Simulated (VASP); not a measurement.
# Te (Pm-3m) in VASP: notebook

Runs on Te. Level: PBE. Tasks: single point, relaxation of cell and atoms.

Program: VASP 6.6.1. These are calculated values, not measurements. Logs are shortened: lines on timing, memory, paths and dates and some standing lists are left out, and cuts for length are marked.

## 1. The cell of the first run

Symmetry: Pm-3m, No. 221, cubic system. Conventional cell: a = 3.200 Å, b = 3.200 Å, c = 3.200 Å, α = 90.00°, β = 90.00°, γ = 90.00°. Te (site symmetry m-3m) has 6 Te at 3.20 Å within 4.2 Å.

## 2. Single point, PBE

File INCAR:

```
SYSTEM = Te
PREC     = Accurate       ! precision mode
ENCUT    = 520            ! plane-wave cutoff, eV
EDIFF    = 1E-7           ! SCF threshold, eV
ISMEAR   = -1             ! smearing method
SIGMA    = 0.05           ! smearing width, eV
LREAL    = .False.        ! projectors in reciprocal space
LASPH    = .True.         ! aspherical terms in the spheres
NELM     = 80             ! most SCF steps
ALGO     = Normal         ! electronic algorithm
ISIF     = 2              ! what is computed and relaxed
LWAVE    = .False.        ! write WAVECAR
LCHARG   = .True.         ! write CHGCAR
GGA      = PE             ! functional
LELF     = .True.         ! ELF
LVHAR    = .True.       
NBANDS   = 9              ! bands
```

File KPOINTS:

```
regular mesh
0
Gamma
  13 13 13
  0 0 0
```

File POSCAR:

```
Te
1.0
    3.1999713889      0.0000000000      0.0000000000
    0.0000000000      3.1999713889      0.0000000000
    0.0000000000      0.0000000000      3.1999713889
Te
1
Direct
    0.0000000000      0.0000000000      0.0000000000
```

Potentials or basis: VASP PAW PBE potentials, release 64 (Te).

Command:

```bash
$ cat potpaw_PBE.64/Te/POTCAR > POTCAR
$ mpirun -np 1 vasp_std > vasp.out
```

OUTCAR:

```text
SYSTEM = Te
   PREC = Accurate
   ENCUT = 520
   EDIFF = 1E-7
   ISMEAR = -1
   LREAL = .False.
   LASPH = .True.
   NELM = 80
   ISIF = 2
   GGA = PE

 ion  position               nearest neighbor table
   1  0.000  0.000  0.000-

  LATTYP: Found a simple cubic cell.
 ALAT       =     3.1999713889

  Lattice vectors:

 A1 = (   3.1999713889,   0.0000000000,   0.0000000000)
 A2 = (   0.0000000000,   3.1999713889,   0.0000000000)
 A3 = (   0.0000000000,   0.0000000000,   3.1999713889)

Analysis of symmetry for initial positions (statically):
=====================================================================
 Subroutine PRICEL returns:
 Original cell was already a primitive cell.

 Routine SETGRP: Setting up the symmetry group for a
 simple cubic supercell.

 Subroutine GETGRP returns: Found 48 space group operations
 (whereof 48 operations were pure point group operations)
 out of a pool of 48 trial point group operations.

The static configuration has the point symmetry O_h .

Analysis of symmetry for dynamics (positions and initial velocities):
=====================================================================
 Subroutine PRICEL returns:
 Original cell was already a primitive cell.

 Routine SETGRP: Setting up the symmetry group for a
 simple cubic supercell.

 Subroutine GETGRP returns: Found 48 space group operations
 (whereof 48 operations were pure point group operations)
 out of a pool of 48 trial point group operations.

The dynamic configuration has the point symmetry O_h .

 Subroutine INISYM returns: Found 48 space group operations
 (whereof 48 operations are pure point group operations),
 and found     1 'primitive' translations

----------------------------------------------------------------------------------------

                                     Primitive cell

  volume of cell :      32.7671

  direct lattice vectors                    reciprocal lattice vectors
     3.199971389  0.000000000  0.000000000     0.312502794  0.000000000  0.000000000
     0.000000000  3.199971389  0.000000000     0.000000000  0.312502794  0.000000000
     0.000000000  0.000000000  3.199971389     0.000000000  0.000000000  0.312502794

  length of vectors
     3.199971389  3.199971389  3.199971389     0.312502794  0.312502794  0.312502794

  position of ions in fractional coordinates (direct lattice)
     0.000000000  0.000000000  0.000000000

  ion indices of the primitive-cell ions
   primitive index   ion index
                 1           1

----------------------------------------------------------------------------------------

 KPOINTS: regular mesh

Automatic generation of k-mesh.
 Grid dimensions read from file:
 generate k-points for:   13   13   13

 Generating k-lattice:

  Cartesian coordinates                     Fractional coordinates (reciprocal lattice)
     0.024038676  0.000000000  0.000000000     0.076923077  0.000000000  0.000000000
     0.000000000  0.024038676  0.000000000     0.000000000  0.076923077  0.000000000
     0.000000000  0.000000000  0.024038676     0.000000000  0.000000000  0.076923077

  Length of vectors
     0.024038676  0.024038676  0.024038676

  Shift w.r.t. Gamma in fractional coordinates (k-lattice)
     0.000000000  0.000000000  0.000000000

 Subroutine IBZKPT returns following result:
 ===========================================

 Found     84 irreducible k-points:

 Following reciprocal coordinates:
            Coordinates               Weight
  0.000000  0.000000  0.000000      1.000000
  0.076923  0.000000  0.000000      6.000000
  0.153846  0.000000  0.000000      6.000000
  0.230769  0.000000  0.000000      6.000000
  0.307692  0.000000  0.000000      6.000000
  0.384615  0.000000  0.000000      6.000000
[... 16 lines left out ...]
  0.307692  0.307692  0.000000     12.000000
  0.384615  0.307692  0.000000     24.000000
 [... further k-points ...]
   k-points           NKPTS =     84   k-points in BZ     NKDIM =     84   number of bands    NBANDS=      9
   number of dos      NEDOS =    301   number of ions     NIONS =      1
   total plane-waves  NPLWV =  13824
   dimension x,y,z NGX =    24 NGY =   24 NGZ =   24
   dimension x,y,z NGXF=    48 NGYF=   48 NGZF=   48
   ions per type =               1
   NGX,Y,Z   is equivalent  to a cutoff of  12.47, 12.47, 12.47 a.u.
   NGXF,Y,Z  is equivalent  to a cutoff of  24.94, 24.94, 24.94 a.u.
 SYSTEM =  Te
   PREC   = accura    normal or accurate (medium, high low for compatibility)
   ISTART =      0    job   : 0-new  1-cont  2-samecut
   ICHARG =      2    charge: 1-file 2-atom 10-const
   ISPIN  =      1    spin polarized calculation?
   LNONCOLLINEAR =      F non collinear calculations
   LSORBIT =      F    spin-orbit coupling
   LASPH  =      T    aspherical Exc in radial PAW
   ENCUT  =  520.0 eV  38.22 Ry    6.18 a.u.   5.95  5.95  5.95*2*pi/ulx,y,z
   NELM   =     80;   NELMIN=  2; NELMDL= -5     # of ELM steps
   EDIFF  = 0.1E-06   stopping-criterion for ELM
   LREAL  =      F    real-space projection
   EDIFFG = 0.1E-05   stopping-criterion for IOM
   NSW    =      0    number of steps for IOM
   IBRION =     -1    ionic relax: 0-MD 1-quasi-New 2-CG
   NFREE  =      0    steps in history (QN), initial steepest desc. (CG)
   ISIF   =      2    stress and relaxation
   ISYM   =      2    0-nonsym 1-usesym 2-fastsym
   POTIM  = 0.5000    time-step for ionic-motion
   TEBEG  =    0.0;   TEEND  =   0.0 temperature during run
   PSTRESS=    0.0 pullay stress
   NELECT =       6.0000    total number of electrons
   NUPDOWN=      -1.0000    fix difference up-down
   EMIN   =  10.00;   EMAX   =-10.00  energy-range for DOS
   EFERMI =   0.00;   METHOD = LEGACY
   ISMEAR =    -1;   SIGMA  =   0.05  broadening in eV -4-tet -1-fermi 0-gaus
   EFERMI_NEDOS =   21; number of points for ismear=-14 and -15
   IALGO  =     38    algorithm
   IMIX   =      4    mixing-type and parameters
     AMIX     =   0.40;   BMIX     =  1.00
     AMIX_MAG =   1.60;   BMIX_MAG =  1.00
  volume/ion in A,a.u.               =      32.77       221.12
  Fermi-wavevector in a.u.,A,eV,Ry     =   0.929635  1.756755 11.758445  0.864221
  Thomas-Fermi vector in A             =   2.055939
   LORBIT       =      0    0 simple, 1 ext, 2 COOP (PROOUT), +10 PAW based schemes
   GGA     = PE    functional components
   LHFCALC =     F    Hartree Fock is set to
   AEXX    =    0.0000 exact exchange contribution
   IVDW    =     0    specifies the selected vdW correction
   LEPSILON=     F    determine dielectric tensor
   LRPA    =     F    only Hartree local field effects (RPA)
 non-spin polarized calculation
  energy-cutoff  :      520.00
  volume of cell :       32.77
 maximum number of plane-waves:       904
 NGX is ok and might be reduce to    24
   NGX = 11   NGY = 11   NGZ = 11

 number of electron       6.0000001 magnetization

 Free energy of the ion-electron system (eV)
  ---------------------------------------------------
  ext. energy  EPLUGINS =         0.00000000
  ---------------------------------------------------
  free energy    TOTEN  =        -3.10443688 eV

  energy without entropy =       -3.10007063  energy(sigma->0) =       -3.10225375

 E-fermi :   6.4494     XC(G=0):  -9.2743

 val. band max:        6.3850691026   @ k =   0.2308   0.2308   0.1538
 cond. band min:       6.4642483033   @ k =   0.4615   0.3846   0.2308
 fundamental gap:      0.0791792007
 Fermi energy:         6.4493544392

 k-point     1 :       0.0000    0.0000    0.0000
  band No.  band energies     occupation
      1      -7.1794      2.00000
      2       7.5913      0.00000
      3       7.5913      0.00000
      4       7.5913      0.00000
      5      12.4535      0.00000
      6      12.4535      0.00000
      7      12.8903      0.00000
      8      23.8119      0.00000
      9      23.8119      0.00000

 k-point     2 :       0.0769    0.0000    0.0000
  band No.  band energies     occupation
      1      -7.1102      2.00000
      2       6.8035      0.00168
      3       7.6535      0.00000
      4       7.6535      0.00000
      5      12.5180      0.00000
      6      12.7698      0.00000
      7      13.5771      0.00000
      8      22.5306      0.00000
      9      22.5306      0.00000

 k-point     3 :       0.1538    0.0000    0.0000
  band No.  band energies     occupation
      1      -6.9073      2.00000
      2       5.2703      2.00000
      3       7.8330      0.00000
      4       7.8330      0.00000
      5      12.7088      0.00000
      6      13.0314      0.00000
      7      15.4780      0.00000
      8      20.9946      0.00000
      9      20.9946      0.00000

 k-point     4 :       0.2308    0.0000    0.0000
  band No.  band energies     occupation
      1      -6.5873      2.00000
      2       3.6862      2.00000
      3       8.1063      0.00000
      4       8.1063      0.00000
      5      13.0164      0.00000
      6      13.4145      0.00000
      7      17.5907      0.00000
      8      19.6038      0.00000
      9      19.6038      0.00000

 k-point     5 :       0.3077    0.0000    0.0000
  band No.  band energies     occupation
      1      -6.1874      2.00000
      2       2.2770      2.00000
      3       8.4292      0.00000
      4       8.4292      0.00000
      5      13.4171      0.00000
      6      13.9470      0.00000
      7      18.4302      0.00000
      8      18.4302      0.00000
      9      18.5090      0.00000

 k-point     6 :       0.3846    0.0000    0.0000
  band No.  band energies     occupation
      1      -5.7842      2.00000
      2       1.1806      2.00000
      3       8.7307      0.00000
      4       8.7307      0.00000
      5      13.8515      0.00000
      6      14.6327      0.00000
      7      17.5565      0.00000
      8      17.5565      0.00000
      9      17.5903      0.00000
[... 169 lines left out ...]
 k-point    21 :       0.3846    0.2308    0.0000
  band No.  band energies     occupation
      1      -5.1869      2.00000
      2       1.7447      2.00000
      3       4.9848      2.00000
      4       9.2360      0.00000
      5      12.1565      0.00000
      6      14.9522      0.00000
      7      18.0995      0.00000
      8      18.4152      0.00000
      9      19.6438      0.00000

 k-point    22 :       0.4615    0.2308    0.0000
  band No.  band energies     occupation
      1      -4.9122      2.00000
      2       1.1190      2.00000
      3       5.2219      2.00000
      4       9.4211      0.00000
      5      11.6258      0.00000
      6      15.4197      0.00000
      7      17.6368      0.00000
      8      17.7334      0.00000
      9      19.9083      0.00000

 k-point    23 :       0.3077    0.3077    0.0000
  band No.  band energies     occupation
      1      -5.1894      2.00000
      2       3.1520      2.00000
      3       3.2783      2.00000
      4       9.2553      0.00000
      5      11.8292      0.00000
      6      14.8809      0.00000
      7      19.1252      0.00000
      8      19.5915      0.00000
      9      19.8969      0.00000

 k-point    24 :       0.3846    0.3077    0.0000
  band No.  band energies     occupation
      1      -4.7816      2.00000
      2       2.1141      2.00000
      3       3.5814      2.00000
      4       9.5496      0.00000
      5      10.8520      0.00000
      6      15.4210      0.00000
      7      18.4771      0.00000
      8      18.9367      0.00000
      9      19.7912      0.00000

 [... further k-points ...]
[... 5 lines left out ...]
  --------------------------------------------------------------------------------------
  -------------------------------------------------------------------------------------
  Total       -0.0100075     -0.0100075     -0.0100075     -0.0000000     -0.0000000      0.0000000
  in kB       -0.4893241     -0.4893241     -0.4893241     -0.0000000     -0.0000000      0.0000000
  external PRESSURE =      -0.4893241 kB  Pullay stress =       0.0000000 kB

 VOLUME and BASIS-vectors are now :
 -----------------------------------------------------------------------------
  energy-cutoff  :      520.00
  volume of cell :       32.77
      direct lattice vectors                 reciprocal lattice vectors
     3.199971389  0.000000000  0.000000000     0.312502794  0.000000000  0.000000000
     0.000000000  3.199971389  0.000000000     0.000000000  0.312502794  0.000000000
     0.000000000  0.000000000  3.199971389     0.000000000  0.000000000  0.312502794

 POSITION                                       TOTAL-FORCE (eV/Angst)
 -----------------------------------------------------------------------------------
      0.00000      0.00000      0.00000         0.000000      0.000000      0.000000
 -----------------------------------------------------------------------------------
    total drift:                                0.000000      0.000000      0.000000

  FREE ENERGIE OF THE ION-ELECTRON SYSTEM (eV)
  ---------------------------------------------------
  free  energy   TOTEN  =        -3.1044368775 eV

  energy  without entropy=       -3.1000706304  energy(sigma->0) =       -3.10225375
```

Wall time 13 s (1 thread of Intel Xeon 6975P-C, shared host); peak memory 0.15 GiB.

Results:

```yaml
Free_energy: -3.1044 eV
Pressure: 0.0 GPa
Band_gap_on_the_k_mesh: zero (band 3 reaches 8.92 eV, above the bottom of band 4 at 3.51 eV)
```

Caveat: spin-orbit coupling is left out, which moves the levels of the heavy elements.

## 3. Relaxation of cell and atoms, PBE

This run uses another cell than the first one, of 31.32 Å³/atom, 0.956 times its volume.

File INCAR:

```
ALGO = Normal ; EDIFF = 1E-7
EDIFFG = -0.005 ; ENCUT = 600
GGA = PE ; IBRION = 2
ISIF = 3 ; ISMEAR = -1
LASPH = T ; LCHARG = F
LREAL = F ; LWAVE = F
NELM = 100 ; NSW = 60
PREC = Accurate ; SIGMA = 0.05
```

File KPOINTS:

```
k-points
0
Gamma
  13 13 13
```

File POSCAR:

```
Te
1.0
    3.1521527235      0.0000000000      0.0000000000
    0.0000000000      3.1521527235      0.0000000000
    0.0000000000      0.0000000000      3.1521527235
Te
1
Direct
    0.0000000000      0.0000000000      0.0000000000
```

Potentials or basis: VASP PAW PBE potentials, release 64 (Te).

Command:

```bash
$ cat potpaw_PBE.64/Te/POTCAR > POTCAR
$ mpirun -np 1 vasp_std > vasp.out
```

Run time: 47 s. Hardware: 1 thread of Intel Xeon 6975P-C, shared host; peak memory 0.18 GiB.

The run converged. Its results:

```
Free energy                            : -3.1044 eV
Relaxed volume                         : 32.73 Å³/atom
Relaxed cell                           : a = 3.199 Å, b = 3.199 Å, c = 3.199 Å, α = 90.00°, β = 90.00°, γ = 90.00°
Space group after relaxing (to 0.05 Å) : Pm-3m (No. 221)
Energy gained by relaxing              : 10.5 meV/atom
Ionic steps                            : 3
Pressure after relaxing                : 0.0 GPa
Band gap on the k mesh                 : zero (band 3 reaches 8.94 eV, above the bottom of band 4 at 3.52 eV)
```

Step by step:
```csv
step,energy change (eV),largest force (eV/Å),pressure (GPa),volume (Å³)
1,0.0000,0.0000,2.49,31.32
2,-0.0072,0.0000,-1.21,33.58
3,-0.0105,0.0000,0.00,32.73
```

Final structure:
```
CELL_PARAMETERS angstrom
3.19888 0.00000 0.00000
0.00000 3.19888 0.00000
0.00000 0.00000 3.19888
ATOMIC_POSITIONS crystal
Te 0.00000 0.00000 0.00000
```

Levels at points of the mesh, in eV from the Fermi level:
| k point | band 1 | band 2 | band 3 | band 4 | band 5 | band 6 |
| --- | --- | --- | --- | --- | --- | --- |
| (0.00, 0.00, 0.00) | -13.64 | 1.14 | 1.14 | 1.14 | 6.00 | 6.00 |

Caveat: spin-orbit coupling is left out, which moves the levels of the heavy elements.

[end of part 1 of 2]
